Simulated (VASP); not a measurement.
# Lu in VASP: settings compared

Aim: see how the results for Lu move with the level of theory and the settings. Levels: PBEsol, PBE. Tasks: single point.

Everything below comes from runs of VASP 6.6.1. Logs are shortened: lines on timing, memory, paths and dates and some standing lists are left out, and cuts for length are marked.

## 1. The cell of the first run

It takes space group I4/mmm (No. 139, tetragonal). Conventional cell: a = 3.908 Å, b = 3.908 Å, c = 3.967 Å, α = 90.00°, β = 90.00°, γ = 90.00°. Lu (site symmetry 4/mmm) has 14 Lu at 3.40 to 3.97 Å within 4.5 Å.

## 2. Single point, PBEsol (cell strained by +1.5% along z)

INCAR

```
SYSTEM = Lu
ADDGRID  = .False.      
ALGO     = Normal         ! electronic algorithm
EDIFF    = 1E-8           ! SCF threshold, eV
ENCUT    = 680            ! plane-wave cutoff, eV
GGA      = PS             ! functional
GGA_COMPAT= .False.      
ISIF     = 2              ! what is computed and relaxed
ISMEAR   = 1              ! smearing method
KPAR     = 2            
LASPH    = .True.         ! aspherical terms in the spheres
LCHARG   = .False.        ! write CHGCAR
LREAL    = .False.        ! projectors in reciprocal space
LWAVE    = .False.        ! write WAVECAR
NBANDS   = 31             ! bands
NELM     = 120            ! most SCF steps
PREC     = Accurate       ! precision mode
SIGMA    = 0.05           ! smearing width, eV
```

KPOINTS

```
Automatic mesh
0
Gamma
  19 19 19
  0 0 0
```

POSCAR

```
Lu
1.0
   -1.9541071088      1.9541071088      1.9834187154
    1.9541071088     -1.9541071088      1.9834187154
    1.9541071088      1.9541071088     -1.9834187154
Lu
1
Direct
    0.0000000000      0.0000000000      0.0000000000
```

Potentials or basis: VASP PAW PBE potentials, release 64 (Lu).

Started as:

```
$ cat potpaw_PBE.64/Lu/POTCAR > POTCAR
$ mpirun -np 2 vasp_std > vasp.out
```

OUTCAR:

```text
SYSTEM = Lu
   EDIFF = 1E-8
   ENCUT = 680
   GGA = PS
   ISIF = 2
   ISMEAR = 1
   LASPH = .True.
   LREAL = .False.
   NELM = 120
   PREC = Accurate

 ion  position               nearest neighbor table
   1  0.000  0.000  0.000-

  LATTYP: Found a body centered tetragonal cell.
 ALAT       =     3.9082142176
 C/A-ratio  =     1.0150000000

  Lattice vectors:

 A1 = (  -1.9541071088,   1.9541071088,   1.9834187154)
 A2 = (   1.9541071088,  -1.9541071088,   1.9834187154)
 A3 = (   1.9541071088,   1.9541071088,  -1.9834187154)

Analysis of symmetry for initial positions (statically):
=====================================================================
 Subroutine PRICEL returns:
 Original cell was already a primitive cell.

 Routine SETGRP: Setting up the symmetry group for a
 body centered tetragonal supercell.

 Subroutine GETGRP returns: Found 16 space group operations
 (whereof 16 operations were pure point group operations)
 out of a pool of 16 trial point group operations.

The static configuration has the point symmetry D_4h.

Analysis of symmetry for dynamics (positions and initial velocities):
=====================================================================
 Subroutine PRICEL returns:
 Original cell was already a primitive cell.

 Routine SETGRP: Setting up the symmetry group for a
 body centered tetragonal supercell.

 Subroutine GETGRP returns: Found 16 space group operations
 (whereof 16 operations were pure point group operations)
 out of a pool of 16 trial point group operations.

The dynamic configuration has the point symmetry D_4h.

 Subroutine INISYM returns: Found 16 space group operations
 (whereof 16 operations are pure point group operations),
 and found     1 'primitive' translations

----------------------------------------------------------------------------------------

                                     Primitive cell

  volume of cell :      30.2950

  direct lattice vectors                    reciprocal lattice vectors
    -1.954107109  1.954107109  1.983418715     0.000000000  0.255871338  0.252089988
     1.954107109 -1.954107109  1.983418715     0.255871338  0.000000000  0.252089988
     1.954107109  1.954107109 -1.983418715     0.255871338  0.255871338  0.000000000

  length of vectors
     3.401620053  3.401620053  3.401620053     0.359192850  0.359192850  0.361856716

  position of ions in fractional coordinates (direct lattice)
     0.000000000  0.000000000  0.000000000

  ion indices of the primitive-cell ions
   primitive index   ion index
                 1           1

----------------------------------------------------------------------------------------

 KPOINTS: Automatic mesh

Automatic generation of k-mesh.
 Grid dimensions read from file:
 generate k-points for:   19   19   19

 Generating k-lattice:

  Cartesian coordinates                     Fractional coordinates (reciprocal lattice)
     0.000000000  0.013466913  0.013267894     0.052631579  0.000000000  0.000000000
     0.013466913  0.000000000  0.013267894     0.000000000  0.052631579  0.000000000
     0.013466913  0.013466913  0.000000000     0.000000000  0.000000000  0.052631579

  Length of vectors
     0.018904887  0.018904887  0.019045090

  Shift w.r.t. Gamma in fractional coordinates (k-lattice)
     0.000000000  0.000000000  0.000000000

 Subroutine IBZKPT returns following result:
 ===========================================

 Found    550 irreducible k-points:

 Following reciprocal coordinates:
            Coordinates               Weight
  0.000000  0.000000  0.000000      1.000000
  0.052632  0.000000 -0.000000      8.000000
  0.105263  0.000000 -0.000000      8.000000
  0.157895  0.000000 -0.000000      8.000000
  0.210526  0.000000 -0.000000      8.000000
  0.263158  0.000000 -0.000000      8.000000
[... 16 lines left out ...]
 -0.315789  0.052632  0.000000     16.000000
 -0.263158  0.052632  0.000000     16.000000
 [... further k-points ...]
   k-points           NKPTS =    550   k-points in BZ     NKDIM =    550   number of bands    NBANDS=     31
   number of dos      NEDOS =    301   number of ions     NIONS =      1
   total plane-waves  NPLWV =  27000
   dimension x,y,z NGX =    30 NGY =   30 NGZ =   30
   dimension x,y,z NGXF=    60 NGYF=   60 NGZF=   60
   ions per type =               1
   NGX,Y,Z   is equivalent  to a cutoff of  14.66, 14.66, 14.66 a.u.
   NGXF,Y,Z  is equivalent  to a cutoff of  29.32, 29.32, 29.32 a.u.
 SYSTEM =  Lu
   PREC   = accura    normal or accurate (medium, high low for compatibility)
   ISTART =      0    job   : 0-new  1-cont  2-samecut
   ICHARG =      2    charge: 1-file 2-atom 10-const
   ISPIN  =      1    spin polarized calculation?
   LNONCOLLINEAR =      F non collinear calculations
   LSORBIT =      F    spin-orbit coupling
   LASPH  =      T    aspherical Exc in radial PAW
   ENCUT  =  680.0 eV  49.98 Ry    7.07 a.u.   7.23  7.23  7.23*2*pi/ulx,y,z
   NELM   =    120;   NELMIN=  2; NELMDL= -5     # of ELM steps
   EDIFF  = 0.1E-07   stopping-criterion for ELM
   LREAL  =      F    real-space projection
   EDIFFG = 0.1E-06   stopping-criterion for IOM
   NSW    =      0    number of steps for IOM
   IBRION =     -1    ionic relax: 0-MD 1-quasi-New 2-CG
   NFREE  =      0    steps in history (QN), initial steepest desc. (CG)
   ISIF   =      2    stress and relaxation
   ISYM   =      2    0-nonsym 1-usesym 2-fastsym
   POTIM  = 0.5000    time-step for ionic-motion
   TEBEG  =    0.0;   TEEND  =   0.0 temperature during run

   SCALEE = 1.0000    scale energy and forces
   PSTRESS=    0.0 pullay stress
   NELECT =      25.0000    total number of electrons
   NUPDOWN=      -1.0000    fix difference up-down
   EMIN   =  10.00;   EMAX   =-10.00  energy-range for DOS
   EFERMI =   0.00;   METHOD = LEGACY
   ISMEAR =     1;   SIGMA  =   0.05  broadening in eV -4-tet -1-fermi 0-gaus
   EFERMI_NEDOS =   21; number of points for ismear=-14 and -15
   IALGO  =     38    algorithm
   IMIX   =      4    mixing-type and parameters
     AMIX     =   0.40;   BMIX     =  1.00
     AMIX_MAG =   1.60;   BMIX_MAG =  1.00
  volume/ion in A,a.u.               =      30.30       204.44
  Fermi-wavevector in a.u.,A,eV,Ry     =   1.535552  2.901772 32.081438  2.357919
  Thomas-Fermi vector in A             =   2.642324
   LORBIT       =      0    0 simple, 1 ext, 2 COOP (PROOUT), +10 PAW based schemes
   GGA     = PS    functional components
   LHFCALC =     F    Hartree Fock is set to
   AEXX    =    0.0000 exact exchange contribution
   IVDW    =     0    specifies the selected vdW correction
   LEPSILON=     F    determine dielectric tensor
   LRPA    =     F    only Hartree local field effects (RPA)

   CSHIFT  =0.1000    complex shift for real part using Kramers Kronig

   OMEGAMAX=  -1.0    maximum frequency
 non-spin polarized calculation
 Methfessel and Paxton  Order N= 1 SIGMA  =   0.05
  energy-cutoff  :      680.00
  volume of cell :       30.30
 maximum number of plane-waves:      1240
 NGX is ok and might be reduce to    30
   NGX = 15   NGY = 15   NGZ = 15

 number of electron      25.0000005 magnetization

 Free energy of the ion-electron system (eV)
  ---------------------------------------------------
  ext. energy  EPLUGINS =         0.00000000
  ---------------------------------------------------
  free energy    TOTEN  =        -4.77481536 eV

  energy without entropy =       -4.77499800  energy(sigma->0) =       -4.77487624

 E-fermi :   2.0718     XC(G=0): -10.5919

 val. band max:        2.0707017599   @ k =  -0.4737   0.2105   0.0000
 cond. band min:       2.0727310227   @ k =  -0.2632  -0.3158   0.2105
 fundamental gap:      0.0020292628
 Fermi energy:         2.0717528307

 k-point     1 :       0.0000    0.0000    0.0000
  band No.  band energies     occupation
      1     -54.4052      2.00000
      2     -24.8388      2.00000
      3     -24.8362      2.00000
      4     -24.8362      2.00000
      5      -3.9819      2.00000
      6      -3.1343      2.00000
[... 16 lines left out ...]
     23      21.0757      0.00000
     24      21.1584      0.00000

 k-point     2 :       0.0526    0.0000   -0.0000
  band No.  band energies     occupation
      1     -54.4045      2.00000
      2     -24.8500      2.00000
      3     -24.8401      2.00000
      4     -24.8374      2.00000
      5      -3.9041      2.00000
      6      -3.1333      2.00000
[... 16 lines left out ...]
     23      21.0204      0.00000
     24      21.6243      0.00000

 k-point     3 :       0.1053    0.0000   -0.0000
  band No.  band energies     occupation
      1     -54.4024      2.00000
      2     -24.8855      2.00000
      3     -24.8515      2.00000
      4     -24.8374      2.00000
      5      -3.6746      2.00000
      6      -3.1309      2.00000
[... 16 lines left out ...]
     23      20.5915      0.00000
     24      22.0388      0.00000

 k-point     4 :       0.1579    0.0000   -0.0000
  band No.  band energies     occupation
      1     -54.3992      2.00000
      2     -24.9399      2.00000
      3     -24.8690      2.00000
      4     -24.8373      2.00000
      5      -3.3059      2.00000
      6      -3.1282      2.00000
[... 16 lines left out ...]
     23      19.8566      0.00000
     24      22.2927      0.00000

 k-point     5 :       0.2105    0.0000   -0.0000
  band No.  band energies     occupation
      1     -54.3952      2.00000
      2     -25.0067      2.00000
      3     -24.8907      2.00000
      4     -24.8372      2.00000
      5      -3.1255      2.00000
      6      -3.1135      2.00000
[... 16 lines left out ...]
     23      18.8527      0.00000
     24      22.2575      0.00000

 k-point     6 :       0.2632    0.0000   -0.0000
  band No.  band energies     occupation
      1     -54.3909      2.00000
      2     -25.0784      2.00000
      3     -24.9142      2.00000
      4     -24.8370      2.00000
      5      -3.1237      2.00000
      6      -3.1050      2.00000
[... 16 lines left out ...]
     23      18.3851      0.00000
     24      21.6588      0.00000
[... 379 lines left out ...]
 k-point    21 :      -0.4211    0.0526    0.0000
  band No.  band energies     occupation
      1     -54.3812      2.00000
      2     -25.2268      2.00000
      3     -24.9668      2.00000
      4     -24.8419      2.00000
      5      -3.1226      2.00000
      6      -3.1092      2.00000
[... 16 lines left out ...]
     23      20.4451      0.00000
     24      21.2212      0.00000

 k-point    22 :      -0.3684    0.0526    0.0000
  band No.  band energies     occupation
      1     -54.3844      2.00000
      2     -25.1776      2.00000
      3     -24.9488      2.00000
      4     -24.8420      2.00000
      5      -3.1220      2.00000
      6      -3.1017      2.00000
[... 16 lines left out ...]
     23      19.7057      0.00000
     24      20.8070      0.00000

 k-point    23 :      -0.3158    0.0526    0.0000
  band No.  band energies     occupation
      1     -54.3883      2.00000
      2     -25.1155      2.00000
      3     -24.9264      2.00000
      4     -24.8421      2.00000
      5      -3.1222      2.00000
      6      -3.1010      2.00000
[... 16 lines left out ...]
     23      19.2561      0.00000
     24      21.4171      0.00000

 k-point    24 :      -0.2632    0.0526    0.0000
  band No.  band energies     occupation
      1     -54.3926      2.00000
      2     -25.0469      2.00000
      3     -24.9019      2.00000
      4     -24.8422      2.00000
      5      -3.1235      2.00000
      6      -3.1085      2.00000
[... 16 lines left out ...]
     23      18.9638      0.00000
     24      22.2213      0.00000

 [... further k-points ...]

 [bands above 24 left out]

------------------------ aborting loop because EDIFF is reached ----------------------------------------

  FORCE on cell =-STRESS in cart. coord.  units (eV):
  Direction    XX          YY          ZZ          XY          YZ          ZX
  --------------------------------------------------------------------------------------
  -------------------------------------------------------------------------------------
  Total       -0.6148275     -0.6148275     -0.5869672      0.0000000      0.0000000      0.0000000
  in kB      -32.5156700    -32.5156700    -31.0422543      0.0000000      0.0000000      0.0000000
  external PRESSURE =     -32.0245315 kB  Pullay stress =       0.0000000 kB

 VOLUME and BASIS-vectors are now :
 -----------------------------------------------------------------------------
  energy-cutoff  :      680.00
  volume of cell :       30.30
      direct lattice vectors                 reciprocal lattice vectors
    -1.954107109  1.954107109  1.983418715     0.000000000  0.255871338  0.252089988
     1.954107109 -1.954107109  1.983418715     0.255871338  0.000000000  0.252089988
     1.954107109  1.954107109 -1.983418715     0.255871338  0.255871338  0.000000000

 POSITION                                       TOTAL-FORCE (eV/Angst)
 -----------------------------------------------------------------------------------
      0.00000      0.00000      0.00000        -0.000000      0.000000      0.000000
 -----------------------------------------------------------------------------------
    total drift:                               -0.000000     -0.000000      0.000000

  FREE ENERGIE OF THE ION-ELECTRON SYSTEM (eV)
  ---------------------------------------------------
  free  energy   TOTEN  =        -4.7748153565 eV

  energy  without entropy=       -4.7749979974  energy(sigma->0) =       -4.77487624
```

Wall time 7.6 min (2 MPI ranks of Intel Xeon Platinum 8259CL at 2.50GHz (Skylake/Cascade Lake), shared host); peak memory 0.68 GiB.

What came out:

```yaml
Free_energy: -4.7748 eV
Pressure: -3.2 GPa
Band_gap_on_the_k_mesh: zero (an odd number of electrons rules out a gap without spin polarisation)
```

Caveat: the cell differs from its parent crystal (cell strained by +1.5% along z); the cell stands under tension; the PAW data sets were made with another functional, which shifts forces and pressure a little; spin-orbit coupling is left out, which moves the levels of the heavy elements.

## 3. Single point, PBE

This run uses another cell than the first one, of 29.85 Å³/atom.

INCAR

```
SYSTEM = Lu
ALGO     = Normal         ! electronic algorithm
EDIFF    = 1E-6           ! SCF threshold, eV
ENCUT    = 400            ! plane-wave cutoff, eV
GGA      = PE             ! functional
GGA_COMPAT= .False.      
ISIF     = 2              ! what is computed and relaxed
ISMEAR   = 1              ! smearing method
LASPH    = .True.         ! aspherical terms in the spheres
LCHARG   = .False.        ! write CHGCAR
LREAL    = .False.        ! projectors in reciprocal space
LWAVE    = .False.        ! write WAVECAR
NELM     = 120            ! most SCF steps
PREC     = Accurate       ! precision mode
SIGMA    = 0.1            ! smearing width, eV
```

KPOINTS

```
k-points
0
Gamma
  12 12 12
```

POSCAR

```
Lu
1.0
   -1.9541071088      1.9541071088      1.9541071088
    1.9541071088     -1.9541071088      1.9541071088
    1.9541071088      1.9541071088     -1.9541071088
Lu
1
Direct
    0.0000000000      0.0000000000      0.0000000000
```

Potentials or basis: VASP PAW PBE potentials, release 64 (Lu).

Started as:

```
$ cat potpaw_PBE.64/Lu/POTCAR > POTCAR
$ mpirun -np 1 vasp_std > vasp.out
```

OUTCAR:

```text
SYSTEM = Lu
   EDIFF = 1E-6
   ENCUT = 400
   GGA = PE
   ISIF = 2
   ISMEAR = 1
   LASPH = .True.
   LREAL = .False.
   NELM = 120
   PREC = Accurate

 Found     72 irreducible k-points:

 Following reciprocal coordinates:
            Coordinates               Weight
  0.000000  0.000000  0.000000      1.000000
  0.083333  0.000000  0.000000     12.000000
  0.166667  0.000000  0.000000     12.000000
  0.250000  0.000000  0.000000     12.000000
  0.333333  0.000000  0.000000     12.000000
  0.416667  0.000000  0.000000     12.000000
   k-points           NKPTS =     72   k-points in BZ     NKDIM =     72   number of bands    NBANDS=     16
[... 179 lines left out ...]
      4     -24.6120      2.00000
      5      -2.9177      2.00000
      6      -2.9037      2.00000
[... 8 lines left out ...]
     15       6.4005      0.00000
     16       7.1523      0.00000

 [... further k-points ...]
[... 5 lines left out ...]
  --------------------------------------------------------------------------------------
  -------------------------------------------------------------------------------------
  Total       -0.0262025     -0.0262025     -0.0262025      0.0000000      0.0000000      0.0000000
  in kB       -1.4065257     -1.4065257     -1.4065257      0.0000000      0.0000000      0.0000000
  external PRESSURE =      -1.4065257 kB  Pullay stress =       0.0000000 kB

 VOLUME and BASIS-vectors are now :
 -----------------------------------------------------------------------------
  energy-cutoff  :      400.00
  volume of cell :       29.85
      direct lattice vectors                 reciprocal lattice vectors
    -1.954107109  1.954107109  1.954107109     0.000000000  0.255871338  0.255871338
     1.954107109 -1.954107109  1.954107109     0.255871338  0.000000000  0.255871338
     1.954107109  1.954107109 -1.954107109     0.255871338  0.255871338  0.000000000

 POSITION                                       TOTAL-FORCE (eV/Angst)
 -----------------------------------------------------------------------------------
      0.00000      0.00000      0.00000         0.000000      0.000000      0.000000
 -----------------------------------------------------------------------------------
    total drift:                               -0.000000      0.000000      0.000000

  FREE ENERGIE OF THE ION-ELECTRON SYSTEM (eV)
  ---------------------------------------------------
  free  energy   TOTEN  =        -4.3772442213 eV

  energy  without entropy=       -4.3768919563  energy(sigma->0) =       -4.37712680
```

OSZICAR:

```text
N       E                     dE             d eps       ncg     rms          rms(c)
DAV:   1     0.594564999736E+02    0.59456E+02   -0.92801E+03  2880   0.436E+03
DAV:   2    -0.121788747192E+01   -0.60674E+02   -0.60052E+02  2472   0.297E+02
DAV:   3    -0.438222895331E+01   -0.31643E+01   -0.31513E+01  2968   0.568E+01
DAV:   4    -0.447410140971E+01   -0.91872E-01   -0.91830E-01  3416   0.769E+00
DAV:   5    -0.447554244937E+01   -0.14410E-02   -0.14410E-02  3008   0.895E-01    0.357E+00
DAV:   6    -0.440209196609E+01    0.73450E-01   -0.20276E-01  3584   0.762E+00    0.175E+00
DAV:   7    -0.437888556566E+01    0.23206E-01   -0.46252E-02  3392   0.176E+00    0.304E-01
DAV:   8    -0.437705592003E+01    0.18296E-02   -0.57665E-03  3560   0.877E-01    0.118E-01
DAV:   9    -0.437723675862E+01   -0.18084E-03   -0.68583E-04  2760   0.298E-01    0.596E-02
DAV:  10    -0.437724465470E+01   -0.78961E-05   -0.85277E-05  3360   0.797E-02    0.596E-03
DAV:  11    -0.437724422129E+01    0.43340E-06   -0.47025E-06  2736   0.171E-02
   1 F= -.43772442E+01 E0= -.43771268E+01  d E =-.352265E-03
```

stdout:

```text
POSCAR found type information on POSCAR Lu
 POSCAR found :  1 types and       1 ions
 scaLAPACK will be used
 LDA part: xc-table for (Slater+PW92), standard interpolation
 POSCAR, INCAR and KPOINTS ok, starting setup
 FFT: planning ... GRIDC
 FFT: planning ... GRID_SOFT
 FFT: planning ... GRID
 WAVECAR not read
 entering main loop
```

Run time: 13 s. Hardware: 1 thread of Intel Xeon Platinum 8488C (Sapphire Rapids), shared host; peak memory 0.16 GiB.

Results:

| Item | Value |
| --- | --- |
| Free energy | -4.3772 eV |
| Pressure | -0.1 GPa |
| Band gap on the k mesh | zero (an odd number of electrons rules out a gap without spin polarisation) |

Caveat: spin-orbit coupling is left out, which moves the levels of the heavy elements.
